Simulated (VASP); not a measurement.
Runs of VASP 6.6.1 on Pt. The structure is that of space group P6/mmm (No. 191), or close to it. The cells are those of the table. 

```csv
task,potentials or basis,cell,k mesh,cutoff (eV),second run,gap on the mesh (eV),pressure (GPa)
single point,"VASP PAW PBE potentials, release 64 (Pt)","a = 2.668, b = 2.668, c = 2.673 Å, angles 90.0, 90.0, 120.0°, 1 atom",24 × 24 × 20,520,-,none,0.6
single point,"VASP PAW PBE potentials, release 64 (Pt_sv_GW)","a = 2.672, b = 2.672, c = 2.667 Å, angles 90.0, 90.0, 120.0°, 1 atom",9 × 9 × 6,550,valence_matched,none,-1.9
relaxation of cell and atoms,"VASP PAW PBE potentials, release 64 (Pt)","relaxed from a = 2.708, b = 2.708, c = 2.531 Å, angles 90.0, 90.0, 120.0°, 1 atom",9 × 9 × 6,600,-,none,-0.1
single point,"VASP PAW PBE potentials, release 64 (Pt)","a = 2.672, b = 2.672, c = 2.667 Å, angles 90.0, 90.0, 120.0°, 1 atom",9 × 9 × 6,520,-,none,0.6
single point,"VASP PAW PBE potentials, release 64 (Pt)","a = 2.708, b = 2.708, c = 2.531 Å, angles 90.0, 90.0, 120.0°, 1 atom",9 × 9 × 8,520,-,none,(a)
```

Alike in all rows: level r2SCAN; no spin polarisation; smearing gaussian 0.1 eV.

Q: Estimate the missing entries.

A: (a) 7.3.

Caveats: some runs use coarse meshes; the PAW data sets were made with another functional, which shifts forces and pressure a little; spin-orbit coupling is left out, which moves the levels of the heavy elements.

A k mesh can miss the band edges, and the runs leave out spin-orbit coupling on Pt.

A gap of «none» marks levels without a gap at the run's occupations.

The runs don't all hold the same shells in valence.
